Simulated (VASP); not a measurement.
# BeS (F-43m) in VASP: a series of runs, part 2 of 2

VASP 6.6.1.

### Step 4. Vibrations by perturbation theory, PBEsol

This run uses another cell than the first one, of 12.97 Å³/atom, 1.036 times its volume.

INCAR reads:

```
SYSTEM = BeS
ALGO = Normal
EDIFF = 1E-8
ENCUT = 520
GGA = PS
IBRION = 8
ISIF = 2
ISMEAR = 0
LASPH = .TRUE.
LCHARG = .FALSE.
LREAL = .FALSE.
LWAVE = .FALSE.
NELM = 100
NSW = 1
PREC = Accurate
SIGMA = 0.01
```

KPOINTS reads:

```
k-points
0
G
  8 8 8
  0 0 0
```

POSCAR reads:

```
BeS
1.0
    2.3496543098      2.3496543098      0.0000000000
   -2.3496543098      2.3496543098      0.0000000000
    0.0000000000      2.3496543098      2.3496543098
Be S
1 1
Direct
    0.0000000000      0.0000000000      0.0000000000
    0.7500000000      0.2500000000      0.5000000000
```

Potentials or basis: VASP PAW PBE potentials, release 64 (Be, S).

On the command line:

```
$ cat potpaw_PBE.64/Be/POTCAR potpaw_PBE.64/S/POTCAR > POTCAR
$ mpirun -np 1 vasp_std > vasp.out
```

OUTCAR:

```text
SYSTEM = BeS
   EDIFF = 1E-8
   ENCUT = 520
   GGA = PS
   IBRION = 8
   ISIF = 2
   ISMEAR = 0
   LASPH = .TRUE.
   LREAL = .FALSE.
   NELM = 100
   NSW = 1
   PREC = Accurate

 ion  position               nearest neighbor table
   1  0.000  0.000  0.000-   2 2.03   2 2.03   2 2.03   2 2.03
   2  0.750  0.250  0.500-   1 2.03   1 2.03   1 2.03   1 2.03

  LATTYP: Found a face centered cubic cell.
 ALAT       =     4.6993086196

  Lattice vectors:

 A1 = (   0.0000000000,   2.3496543098,   2.3496543098)
 A2 = (   2.3496543098,   0.0000000000,   2.3496543098)
 A3 = (   2.3496543098,   2.3496543098,   0.0000000000)

Analysis of symmetry for initial positions (statically):
=====================================================================
 Subroutine PRICEL returns:
 Original cell was already a primitive cell.

[... 495 lines left out ...]

 INTERNAL STRAIN TENSOR  FOR ION    2  DIRECTION 1   (eV/Angst):
 -----------------------------------------------------------------------------
     0.01451  0.00000 -0.00000
     0.00000 -0.01743  7.72815
     0.00000  7.72815 -0.01743

 INTERNAL STRAIN TENSOR FOR ION    2 for displacements in x,y,z  (eV/Angst):
          X           Y           Z          XY          YZ          ZX
  --------------------------------------------------------------------------------
  x    -0.00000     0.00000     0.00000    -0.00000     7.72815     0.00000
  y    -0.00000    -0.00000    -0.00000     0.00000    -0.00000     7.72815
  z     0.00000     0.00000    -0.00000     7.72815     0.00000     0.00000

 SECOND DERIVATIVES (NOT SYMMETRIZED)
 ------------------------------------
               1X          1Y          1Z          2X          2Y          2Z
  1X   -10.972920   -0.000000    0.000000   10.972920    0.000000   -0.000000
  1Y     0.000000  -10.972920   -0.000000   -0.000000   10.972920    0.000000
  1Z     0.000000   -0.000000  -10.972920   -0.000000    0.000000   10.972920
  2X    10.969319   -0.000000    0.000000  -10.969319    0.000000   -0.000000
  2Y     0.000000   10.969319   -0.000000   -0.000000  -10.969319    0.000000
  2Z     0.000000   -0.000000   10.969319   -0.000000    0.000000  -10.969319

 Eigenvectors and eigenvalues of the dynamical matrix
 ----------------------------------------------------

   1 f  =   19.523112 THz   122.667333 2PiTHz  651.220933 cm-1    80.741069 meV
             X         Y         Z           dx          dy          dz
      0.000000  0.000000  0.000000     0.883544    0.000000   -0.000000
      1.174827  3.524481  1.174827    -0.468348   -0.000000    0.000000
[... 21 lines left out ...]
   6 f/i=    0.001326 THz     0.008330 2PiTHz    0.044223 cm-1     0.005483 meV
             X         Y         Z           dx          dy          dz
      0.000000  0.000000  0.000000    -0.244765   -0.347560    0.196576
      1.174827  3.524481  1.174827    -0.461752   -0.655675    0.370843

--------------------------------------------------------------------------------------------------------

 ELASTIC MODULI CONTR FROM IONIC RELAXATION (kBar)
 Direction    XX          YY          ZZ          XY          YZ          ZX
 --------------------------------------------------------------------------------
 XX          -0.0000     -0.0000      0.0000     -0.0000      0.0000      0.0000
 YY          -0.0000     -0.0000     -0.0000     -0.0000     -0.0000      0.0000
 ZZ           0.0000     -0.0000     -0.0000      0.0000     -0.0000      0.0000
 XY          -0.0000     -0.0000      0.0000   -338.8304      0.0000      0.0000
 YZ           0.0000     -0.0000     -0.0000      0.0000   -338.8304      0.0000
 ZX           0.0000      0.0000      0.0000      0.0000      0.0000   -338.8304
 --------------------------------------------------------------------------------
```

OSZICAR:

```text
N       E                     dE             d eps       ncg     rms          rms(c)
DAV:   1     0.250827437258E+02    0.25083E+02   -0.42667E+03   464   0.878E+02
[... 42 lines left out ...]
RMM:   7    -0.101261649824E+00   -0.61368E-05    0.65805E-08  2542   0.199E-03    0.229E-03
RMM:   8    -0.101256805155E+00    0.48447E-05   -0.11579E-08  2639   0.504E-04    0.619E-04
RMM:   9    -0.101256224772E+00    0.58038E-06    0.66404E-08  2714   0.123E-04    0.275E-04
RMM:  10    -0.101255531437E+00    0.69333E-06    0.38541E-08  2527   0.103E-04    0.227E-05
RMM:  11    -0.101255455252E+00    0.76185E-07    0.57149E-08  2783   0.257E-05    0.344E-06
RMM:  12    -0.101255473725E+00   -0.18473E-07   -0.76044E-08  2583   0.402E-06    0.812E-07
RMM:  13    -0.101255464196E+00    0.95284E-08   -0.24907E-08  2068   0.167E-06    0.130E-06
 Linear response finished
```

Wall time 67 s (1 thread of Intel Xeon Platinum 8488C (Sapphire Rapids), shared host); peak memory 0.2 GiB.

Results:

- Highest phonon frequency at Γ, LO-TO splitting left out: 651 cm⁻¹

Phonon frequencies in cm⁻¹ (negative: imaginary):
| q point | frequencies |
| --- | --- |
| (0.000, 0.000, 0.000) | 0 0 0 651 651 651 |

Caveat: the cell wasn't relaxed at this level first, which shifts response properties; the PAW data sets were made with another functional, which shifts forces and pressure a little.

### Step 5. Vibrations by perturbation theory, PBEsol

This run uses another cell than the first one, of 13.62 Å³/atom, 1.088 times its volume.

INCAR reads:

```
SYSTEM = BeS
  ALGO = Normal
  EDIFF = 1E-8
  ENCUT = 520
  GGA = PS
  IBRION = 8
  ISIF = 2
  ISMEAR = 0
  LASPH = .TRUE.
  LCHARG = .FALSE.
  LREAL = .FALSE.
  LWAVE = .FALSE.
  NELM = 80
  NSW = 1
  PREC = Accurate
  SIGMA = 0.01
```

KPOINTS is that of step 4.

POSCAR reads:

```
BeS
1.0
    2.3883780435      2.3883780435      0.0000000000
   -2.3883780435      2.3883780435      0.0000000000
    0.0000000000      2.3883780435      2.3883780435
Be S
1 1
Direct
    0.0000000000      0.0000000000      0.0000000000
    0.7500000000      0.2500000000      0.5000000000
```

Potentials or basis: VASP PAW PBE potentials, release 64 (Be, S).

On the command line:

```
$ cat potpaw_PBE.64/Be/POTCAR potpaw_PBE.64/S/POTCAR > POTCAR
$ mpirun -np 1 vasp_std > vasp.out
```

OUTCAR:

```text
SYSTEM = BeS
   EDIFF = 1E-8
   ENCUT = 520
   GGA = PS
   IBRION = 8
   ISIF = 2
   ISMEAR = 0
   LASPH = .TRUE.
   LREAL = .FALSE.
   NELM = 80
   NSW = 1
   PREC = Accurate

 ion  position               nearest neighbor table
   1  0.000  0.000  0.000-   2 2.07   2 2.07   2 2.07   2 2.07
   2  0.750  0.250  0.500-   1 2.07   1 2.07   1 2.07   1 2.07

  LATTYP: Found a face centered cubic cell.
 ALAT       =     4.7767560870

  Lattice vectors:

 A1 = (   0.0000000000,   2.3883780435,   2.3883780435)
 A2 = (   2.3883780435,   0.0000000000,   2.3883780435)
 A3 = (   2.3883780435,   2.3883780435,   0.0000000000)

Analysis of symmetry for initial positions (statically):
=====================================================================
 Subroutine PRICEL returns:
 Original cell was already a primitive cell.

 Routine SETGRP: Setting up the symmetry group for a
 face centered cubic supercell.

 Subroutine GETGRP returns: Found 24 space group operations
 (whereof 24 operations were pure point group operations)
 out of a pool of 48 trial point group operations.

The static configuration has the point symmetry T_d .

Analysis of symmetry for dynamics (positions and initial velocities):
=====================================================================
 Subroutine PRICEL returns:
 Original cell was already a primitive cell.

 Routine SETGRP: Setting up the symmetry group for a
 face centered cubic supercell.

 Subroutine GETGRP returns: Found 24 space group operations
 (whereof 24 operations were pure point group operations)
[... 450 lines left out ...]
    total drift:                               -0.000000      0.000000     -0.000000

  FREE ENERGIE OF THE ION-ELECTRON SYSTEM (eV)
  ---------------------------------------------------
  free  energy   TOTEN  =       -10.5499063444 eV

  energy  without entropy=      -10.5499063444  energy(sigma->0) =      -10.54990634

[... ionic steps 2 to 3 ...]

--------------------------------------- Ionic step        4  -------------------------------------------

------------------------ aborting loop because EDIFF is reached ----------------------------------------

[... ionic steps 5 to 6 ...]

--------------------------------------- Ionic step        7  -------------------------------------------

 Free energy of the ion-electron system (eV)
  ---------------------------------------------------
  ---------------------------------------------------
  free energy    TOTEN  =        -0.10164751 eV

  energy without entropy =       -0.10164751

------------------------ aborting loop because EDIFF is reached ----------------------------------------

 INTERNAL STRAIN TENSOR  FOR ION    2  DIRECTION 1   (eV/Angst):
 -----------------------------------------------------------------------------
     0.01392  0.00000  0.00000
     0.00000 -0.01673  6.01877
     0.00000  6.01877 -0.01673

 INTERNAL STRAIN TENSOR FOR ION    2 for displacements in x,y,z  (eV/Angst):
          X           Y           Z          XY          YZ          ZX
  --------------------------------------------------------------------------------
  x     0.00000    -0.00000    -0.00000     0.00000     6.01877     0.00000
  y    -0.00000     0.00000    -0.00000     0.00000     0.00000     6.01877
  z    -0.00000    -0.00000     0.00000     6.01877     0.00000    -0.00000

 SECOND DERIVATIVES (NOT SYMMETRIZED)
 ------------------------------------
               1X          1Y          1Z          2X          2Y          2Z
  1X    -9.599252    0.000000   -0.000000    9.599252   -0.000000    0.000000
  1Y    -0.000000   -9.599252    0.000000    0.000000    9.599252   -0.000000
  1Z    -0.000000    0.000000   -9.599252    0.000000   -0.000000    9.599252
  2X     9.602417    0.000000   -0.000000   -9.602417   -0.000000    0.000000
  2Y    -0.000000    9.602417    0.000000    0.000000   -9.602417   -0.000000
  2Z    -0.000000    0.000000    9.602417    0.000000   -0.000000   -9.602417

 Eigenvectors and eigenvalues of the dynamical matrix
 ----------------------------------------------------

   1 f  =   18.261564 THz   114.740792 2PiTHz  609.140217 cm-1    75.523727 meV
             X         Y         Z           dx          dy          dz
      0.000000  0.000000  0.000000     0.000000   -0.000000    0.883480
      1.194189  3.582567  1.194189     0.000000   -0.000000   -0.468469
[... 21 lines left out ...]
   6 f/i=    0.001246 THz     0.007828 2PiTHz    0.041558 cm-1     0.005153 meV
             X         Y         Z           dx          dy          dz
      0.000000  0.000000  0.000000     0.292127   -0.100695   -0.352115
      1.194189  3.582567  1.194189     0.550919   -0.189900   -0.664051

--------------------------------------------------------------------------------------------------------

 ELASTIC MODULI CONTR FROM IONIC RELAXATION (kBar)
 Direction    XX          YY          ZZ          XY          YZ          ZX
 --------------------------------------------------------------------------------
 XX          -0.0000     -0.0000     -0.0000      0.0000     -0.0000      0.0000
 YY          -0.0000     -0.0000     -0.0000      0.0000      0.0000     -0.0000
 ZZ          -0.0000     -0.0000     -0.0000      0.0000      0.0000      0.0000
 XY           0.0000      0.0000      0.0000   -223.8998     -0.0000     -0.0000
 YZ          -0.0000      0.0000      0.0000     -0.0000   -223.8998      0.0000
 ZX           0.0000     -0.0000      0.0000     -0.0000      0.0000   -223.8998
 --------------------------------------------------------------------------------
```

OSZICAR:

```text
N       E                     dE             d eps       ncg     rms          rms(c)
DAV:   1     0.208385354039E+02    0.20839E+02   -0.42760E+03   464   0.876E+02
[... 41 lines left out ...]
RMM:   7    -0.101654343490E+00   -0.63633E-05    0.57580E-08  2530   0.203E-03    0.219E-03
RMM:   8    -0.101649021741E+00    0.53217E-05    0.93670E-09  2616   0.546E-04    0.572E-04
RMM:   9    -0.101648297566E+00    0.72418E-06    0.58210E-08  2729   0.149E-04    0.241E-04
RMM:  10    -0.101647618032E+00    0.67953E-06    0.52168E-08  2527   0.997E-05    0.348E-05
RMM:  11    -0.101647493023E+00    0.12501E-06   -0.18835E-08  2774   0.296E-05    0.378E-06
RMM:  12    -0.101647512899E+00   -0.19876E-07   -0.13780E-07  2620   0.460E-06    0.203E-06
RMM:  13    -0.101647507190E+00    0.57089E-08   -0.28577E-08  2016   0.155E-06    0.114E-06
 Linear response finished
```

Wall time 82 s (1 thread of Intel Xeon Platinum 8488C (Sapphire Rapids), shared host); peak memory 0.2 GiB.

What came out:

```
Highest phonon frequency at Γ, LO-TO splitting left out : 609 cm⁻¹
```

Phonon frequencies in cm⁻¹ (negative: imaginary):
| q point | frequencies |
| --- | --- |
| (0.000, 0.000, 0.000) | 0 0 0 609 609 609 |

Caveat: the cell wasn't relaxed at this level first, which shifts response properties; the PAW data sets were made with another functional, which shifts forces and pressure a little.
